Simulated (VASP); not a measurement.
# Ba (Fm-3m) in VASP: notebook

The runs below take Ba through single point, relaxation of cell and atoms, with PBEsol+D4, LDA.

Program: VASP 6.6.1. These are calculated values, not measurements. Logs are shortened: lines on timing, memory, paths and dates and some standing lists are left out, and cuts for length are marked.

## 1. The cell of the first run

The structure is cubic, space group Fm-3m (No. 225). The conventional cell has a = 6.114 Å, b = 6.114 Å, c = 6.114 Å, α = 90.00°, β = 90.00°, γ = 90.00°. Ba (site symmetry m-3m) has 12 Ba at 4.32 Å within 5.7 Å.

## 2. Single point, PBEsol+D4, non-collinear spin, typed start

INCAR

```
SYSTEM = Ba
ALGO = Normal
EDIFF = 1E-6
ENCUT = 520
GGA = PS
ISIF = 2
ISMEAR = -1
IVDW = 13
LASPH = .TRUE.
LCHARG = .FALSE.
LNONCOLLINEAR = .TRUE.
LORBIT = 11
LREAL = .FALSE.
LWAVE = .FALSE.
MAGMOM = 0.289 0.289 0.289
NBANDS = 21
NELM = 150
PREC = Accurate
SIGMA = 0.01
```

KPOINTS

```
k-points
0
G
  5 5 5
  0 0 0
```

POSCAR

```
Ba
1.0
    0.0000000000      3.0568885279      3.0568885279
    3.0568885279      0.0000000000      3.0568885279
    3.0568885279      3.0568885279      0.0000000000
Ba
1
Direct
    0.0000000000      0.0000000000      0.0000000000
```

Potentials or basis: VASP PAW PBE potentials, release 64 (Ba_sv).

On the command line:

```sh
> cat potpaw_PBE.64/Ba_sv/POTCAR > POTCAR
> mpirun -np 1 vasp_ncl > vasp.out
```

OUTCAR:

```text
SYSTEM = Ba
   EDIFF = 1E-6
   ENCUT = 520
   GGA = PS
   ISIF = 2
   ISMEAR = -1
   IVDW = 13
   LASPH = .TRUE.
   LNONCOLLINEAR = .TRUE.
   LORBIT = 11
   LREAL = .FALSE.
   NELM = 150
   PREC = Accurate

 ion  position               nearest neighbor table
   1  0.000  0.000  0.000-

  LATTYP: Found a face centered cubic cell.
 ALAT       =     6.1137770558

  Lattice vectors:

 A1 = (   0.0000000000,   3.0568885279,   3.0568885279)
 A2 = (   3.0568885279,   0.0000000000,   3.0568885279)
 A3 = (   3.0568885279,   3.0568885279,   0.0000000000)

Analysis of symmetry for initial positions (statically):
=====================================================================
 Subroutine PRICEL returns:
 Original cell was already a primitive cell.

 Routine SETGRP: Setting up the symmetry group for a
 face centered cubic supercell.

 Subroutine GETGRP returns: Found 48 space group operations
 (whereof 48 operations were pure point group operations)
 out of a pool of 48 trial point group operations.

The static configuration has the point symmetry O_h .

Analysis of symmetry for dynamics (positions and initial velocities):
=====================================================================
 Subroutine PRICEL returns:
 Original cell was already a primitive cell.

 Routine SETGRP: Setting up the symmetry group for a
 face centered cubic supercell.

 Subroutine GETGRP returns: Found 48 space group operations
 (whereof 48 operations were pure point group operations)
 out of a pool of 48 trial point group operations.

The dynamic configuration has the point symmetry O_h .

Analysis of structural, dynamic, and magnetic symmetry:
=====================================================================
 Subroutine PRICEL returns:
 Original cell was already a primitive cell.

 Routine SETGRP: Setting up the symmetry group for a
 face centered cubic supercell.

 Subroutine GETGRP returns: Found  6 space group operations
 (whereof  6 operations were pure point group operations)
 out of a pool of 48 trial point group operations.

The overall configuration has the point symmetry S_6 .

 Subroutine INISYM returns: Found  6 space group operations
 (whereof  6 operations are pure point group operations),
 and found     1 'primitive' translations

----------------------------------------------------------------------------------------

                                     Primitive cell

  volume of cell :      57.1306

  direct lattice vectors                    reciprocal lattice vectors
     0.000000000  3.056888528  3.056888528    -0.163565009  0.163565009  0.163565009
     3.056888528  0.000000000  3.056888528     0.163565009 -0.163565009  0.163565009
     3.056888528  3.056888528  0.000000000     0.163565009  0.163565009 -0.163565009

  length of vectors
     4.323093215  4.323093215  4.323093215     0.283302906  0.283302906  0.283302906

  position of ions in fractional coordinates (direct lattice)
     0.000000000  0.000000000  0.000000000

  ion indices of the primitive-cell ions
   primitive index   ion index
                 1           1

----------------------------------------------------------------------------------------

 KPOINTS: k-points

Automatic generation of k-mesh.
 Grid dimensions read from file:
 generate k-points for:    5    5    5

 Generating k-lattice:

  Cartesian coordinates                     Fractional coordinates (reciprocal lattice)
    -0.032713002  0.032713002  0.032713002     0.200000000  0.000000000  0.000000000
     0.032713002 -0.032713002  0.032713002     0.000000000  0.200000000  0.000000000
     0.032713002  0.032713002 -0.032713002     0.000000000  0.000000000  0.200000000

  Length of vectors
     0.056660581  0.056660581  0.056660581

  Shift w.r.t. Gamma in fractional coordinates (k-lattice)
     0.000000000  0.000000000  0.000000000

 Subroutine IBZKPT returns following result:
 ===========================================

 Found     23 irreducible k-points:

 Following reciprocal coordinates:
            Coordinates               Weight
  0.000000  0.000000  0.000000      1.000000
  0.200000  0.000000  0.000000      6.000000
  0.200000  0.200000  0.200000      2.000000
  0.400000  0.000000  0.000000      6.000000
  0.400000  0.400000  0.400000      2.000000
  0.200000  0.200000  0.000000      6.000000
[... 15 lines left out ...]
 -0.400000  0.200000  0.400000      6.000000
  0.200000  0.400000 -0.200000      6.000000
   k-points           NKPTS =     23   k-points in BZ     NKDIM =     23   number of bands    NBANDS=     21
   number of dos      NEDOS =    301   number of ions     NIONS =      1
   total plane-waves  NPLWV =  32768
   dimension x,y,z NGX =    32 NGY =   32 NGZ =   32
   dimension x,y,z NGXF=    64 NGYF=   64 NGZF=   64
   ions per type =               1
   NGX,Y,Z   is equivalent  to a cutoff of  12.31, 12.31, 12.31 a.u.
   NGXF,Y,Z  is equivalent  to a cutoff of  24.61, 24.61, 24.61 a.u.
 SYSTEM =  Ba
   PREC   = accura    normal or accurate (medium, high low for compatibility)
   ISTART =      0    job   : 0-new  1-cont  2-samecut
   ICHARG =      2    charge: 1-file 2-atom 10-const
   ISPIN  =      1    spin polarized calculation?
   LNONCOLLINEAR =      T non collinear calculations
   LSORBIT =      F    spin-orbit coupling
   LASPH  =      T    aspherical Exc in radial PAW
   ENCUT  =  520.0 eV  38.22 Ry    6.18 a.u.   8.04  8.04  8.04*2*pi/ulx,y,z
   NELM   =    150;   NELMIN=  2; NELMDL= -5     # of ELM steps
   EDIFF  = 0.1E-05   stopping-criterion for ELM
   LREAL  =      F    real-space projection
   EDIFFG = 0.1E-04   stopping-criterion for IOM
   NSW    =      0    number of steps for IOM
   IBRION =     -1    ionic relax: 0-MD 1-quasi-New 2-CG
   NFREE  =      0    steps in history (QN), initial steepest desc. (CG)
   ISIF   =      2    stress and relaxation
   ISYM   =      2    0-nonsym 1-usesym 2-fastsym
   POTIM  = 0.5000    time-step for ionic-motion
   TEBEG  =    0.0;   TEEND  =   0.0 temperature during run
   PSTRESS=    0.0 pullay stress
   NELECT =      10.0000    total number of electrons
   NUPDOWN=      -1.0000    fix difference up-down
   EMIN   =  10.00;   EMAX   =-10.00  energy-range for DOS
   EFERMI =   0.00;   METHOD = LEGACY
   ISMEAR =    -1;   SIGMA  =   0.01  broadening in eV -4-tet -1-fermi 0-gaus
   EFERMI_NEDOS =   21; number of points for ismear=-14 and -15
   IALGO  =     38    algorithm
   IMIX   =      4    mixing-type and parameters
     AMIX     =   0.40;   BMIX     =  1.00
     AMIX_MAG =   1.60;   BMIX_MAG =  1.00
  volume/ion in A,a.u.               =      57.13       385.54
  Fermi-wavevector in a.u.,A,eV,Ry     =   0.915768  1.730550 11.410256  0.838630
  Thomas-Fermi vector in A             =   2.040547
   LORBIT       =     11    0 simple, 1 ext, 2 COOP (PROOUT), +10 PAW based schemes
   GGA     = PS    functional components
   LHFCALC =     F    Hartree Fock is set to
   AEXX    =    0.0000 exact exchange contribution
   IVDW    =    13    specifies the selected vdW correction
   LEPSILON=     F    determine dielectric tensor
   LRPA    =     F    only Hartree local field effects (RPA)
  energy-cutoff  :      520.00
  volume of cell :       57.13
 maximum number of plane-waves:      3104
   NGX = 17   NGY = 17   NGZ = 17

 number of electron      10.0000000 magnetization       0.2890000      0.2890000      0.2890000

 number of electron       9.9999999 magnetization       0.0554389      0.0554389      0.0554389

 Free energy of the ion-electron system (eV)
  ---------------------------------------------------
  ext. energy  EPLUGINS =         0.00000000
  ---------------------------------------------------
  free energy    TOTEN  =        -2.13518815 eV

  energy without entropy =       -2.13385526  energy(sigma->0) =       -2.13452171

 E-fermi :   1.8476     XC(G=0):  -7.8294

 val. band max:        1.7590285288   @ k =   0.4000   0.4000   0.0000
 cond. band min:       1.8476457197   @ k =   0.4000   0.2000  -0.2000
 fundamental gap:      0.0886171909
 Fermi energy:         1.8476451939

 k-point     1 :       0.0000    0.0000    0.0000
  band No.  band energies     occupation
      1     -26.8178      1.00000
      2     -26.8049      1.00000
      3     -11.6895      1.00000
      4     -11.6895      1.00000
      5     -11.6895      1.00000
      6     -11.6735      1.00000
[... 13 lines left out ...]
     20       5.5545      0.00000
     21       8.1210      0.00000

 k-point     2 :       0.2000    0.0000    0.0000
  band No.  band energies     occupation
      1     -26.7964      1.00000
      2     -26.7836      1.00000
      3     -11.9235      1.00000
      4     -11.9060      1.00000
      5     -11.7183      1.00000
      6     -11.7183      1.00000
[... 13 lines left out ...]
     20       5.3362      0.00000
     21       8.6227      0.00000

 k-point     3 :       0.2000    0.2000    0.2000
  band No.  band energies     occupation
      1     -26.7964      1.00000
      2     -26.7836      1.00000
      3     -11.9235      1.00000
      4     -11.9060      1.00000
      5     -11.7183      1.00000
      6     -11.7183      1.00000
[... 13 lines left out ...]
     20       5.3362      0.00000
     21       8.6227      0.00000

 k-point     4 :       0.4000    0.0000    0.0000
  band No.  band energies     occupation
      1     -26.7615      1.00000
      2     -26.7488      1.00000
      3     -12.2716      1.00000
      4     -12.2520      1.00000
      5     -11.7642      1.00000
      6     -11.7642      1.00000
[... 13 lines left out ...]
     20       6.4838      0.00000
     21       7.7922      0.00000

 k-point     5 :       0.4000    0.4000    0.4000
  band No.  band energies     occupation
      1     -26.7615      1.00000
      2     -26.7488      1.00000
      3     -12.2716      1.00000
      4     -12.2520      1.00000
      5     -11.7642      1.00000
      6     -11.7642      1.00000
[... 13 lines left out ...]
     20       6.4838      0.00000
     21       7.7917      0.00000

 k-point     6 :       0.2000    0.2000    0.0000
  band No.  band energies     occupation
      1     -26.7894      1.00000
      2     -26.7766      1.00000
      3     -11.9154      1.00000
      4     -11.8981      1.00000
      5     -11.7695      1.00000
      6     -11.7695      1.00000
[... 13 lines left out ...]
     20       5.9494      0.00000
     21      10.2861      0.00000

 k-point     7 :       0.4000    0.2000    0.0000
  band No.  band energies     occupation
      1     -26.7589      1.00000
      2     -26.7463      1.00000
      3     -12.1666      1.00000
      4     -12.1481      1.00000
      5     -11.8507      1.00000
      6     -11.8342      1.00000
[... 13 lines left out ...]
     20       6.7878      0.00000
     21       9.0872      0.00000
[... 267 lines left out ...]
      1     -26.7357      1.00000
      2     -26.7232      1.00000
      3     -12.2187      1.00000
      4     -12.2007      1.00000
      5     -12.0173      1.00000
      6     -11.9996      1.00000
[... 13 lines left out ...]
     20       6.8585      0.00000
     21       8.3865      0.00000

 k-point    20 :      -0.4000    0.4000    0.2000
  band No.  band energies     occupation
      1     -26.7401      1.00000
      2     -26.7275      1.00000
      3     -12.1718      1.00000
      4     -12.1536      1.00000
      5     -12.0228      1.00000
      6     -12.0054      1.00000
[... 13 lines left out ...]
     20       7.4678      0.00000
     21       8.8830      0.00000

 k-point    21 :       0.4000    0.2000   -0.2000
  band No.  band energies     occupation
      1     -26.7401      1.00000
      2     -26.7275      1.00000
      3     -12.1718      1.00000
      4     -12.1536      1.00000
      5     -12.0228      1.00000
      6     -12.0054      1.00000
[... 13 lines left out ...]
     20       7.4678      0.00000
     21       8.8922      0.00000

 k-point    22 :      -0.4000    0.2000    0.4000
  band No.  band energies     occupation
      1     -26.7401      1.00000
      2     -26.7275      1.00000
      3     -12.1718      1.00000
      4     -12.1536      1.00000
      5     -12.0228      1.00000
      6     -12.0054      1.00000
[... 13 lines left out ...]
     20       7.4678      0.00000
     21       8.8843      0.00000

 k-point    23 :       0.2000    0.4000   -0.2000
  band No.  band energies     occupation
      1     -26.7401      1.00000
      2     -26.7275      1.00000
      3     -12.1718      1.00000
      4     -12.1536      1.00000
      5     -12.0228      1.00000
      6     -12.0054      1.00000
[... 13 lines left out ...]
     20       7.4678      0.00000
     21       8.8814      0.00000

------------------------ aborting loop because EDIFF is reached ----------------------------------------

  DFT-D4 for vdW energy calculation

  Edisp (eV):   -0.07688

  FORCE on cell =-STRESS in cart. coord.  units (eV):
  Direction    XX          YY          ZZ          XY          YZ          ZX
  --------------------------------------------------------------------------------------
  -------------------------------------------------------------------------------------
  Total       0.02016     0.02016     0.02016     0.00000     0.00000     0.00000
  in kB       0.56549     0.56549     0.56549     0.00005     0.00005     0.00005
  external pressure =        0.57 kB  Pullay stress =        0.00 kB

 VOLUME and BASIS-vectors are now :
 -----------------------------------------------------------------------------
  energy-cutoff  :      520.00
  volume of cell :       57.13
      direct lattice vectors                 reciprocal lattice vectors
     0.000000000  3.056888528  3.056888528    -0.163565009  0.163565009  0.163565009
     3.056888528  0.000000000  3.056888528     0.163565009 -0.163565009  0.163565009
     3.056888528  3.056888528  0.000000000     0.163565009  0.163565009 -0.163565009

 POSITION                                       TOTAL-FORCE (eV/Angst)
 -----------------------------------------------------------------------------------
      0.00000      0.00000      0.00000         0.000000     -0.000000      0.000000
 -----------------------------------------------------------------------------------
    total drift:                                0.000000      0.000000      0.000000

  FREE ENERGIE OF THE ION-ELECTRON SYSTEM (eV)
  ---------------------------------------------------
  free  energy   TOTEN  =        -2.2120729299 eV

  energy  without entropy=       -2.2107400385  energy(sigma->0) =       -2.21140648

 total charge

# of ion       s       p       d       tot
------------------------------------------
    1        2.074   5.525   0.317   7.916

 magnetization (x)

# of ion       s       p       d       tot
------------------------------------------
    1        0.000   0.002   0.011   0.013

 magnetization (y)

# of ion       s       p       d       tot
------------------------------------------
    1        0.000   0.002   0.011   0.013

 magnetization (z)

# of ion       s       p       d       tot
------------------------------------------
    1        0.000   0.002   0.011   0.013
```

Run time: 24 s. Hardware: 1 thread of Intel Xeon 6975P-C (Granite Rapids), shared host; peak memory 0.31 GiB.

Results:

```yaml
Free_energy: -2.2121 eV
Pressure: 0.1 GPa
Band_gap_on_the_k_mesh: zero (band 10 reaches 1.85 eV, above the bottom of band 11 at 1.74 eV)
Net_moment: 0.10 μB per cell
Valence_electrons_inside_the_program's_atomic_spheres: Ba 7.92
Dispersion_energy_per_atom: -0.077 eV
```

Levels at points of the mesh, in eV from the Fermi level:
```tsv
k point	band 8	band 9	band 10	band 11	band 12	band 13
(0.00, 0.00, 0.00)	-13.52	-2.83	-2.75	1.90	1.90	1.90
```

Moments on the atoms (μB; x, y, z):
```
Ba  0.01 0.01 0.01
```

Caveat: the PAW data sets were made with another functional, which shifts forces and pressure a little; spin-orbit coupling is left out, which moves the levels of the heavy elements; pairwise dispersion overbinds metals, which lowers pressure and volume.

(Continued in part 2 of 3.)
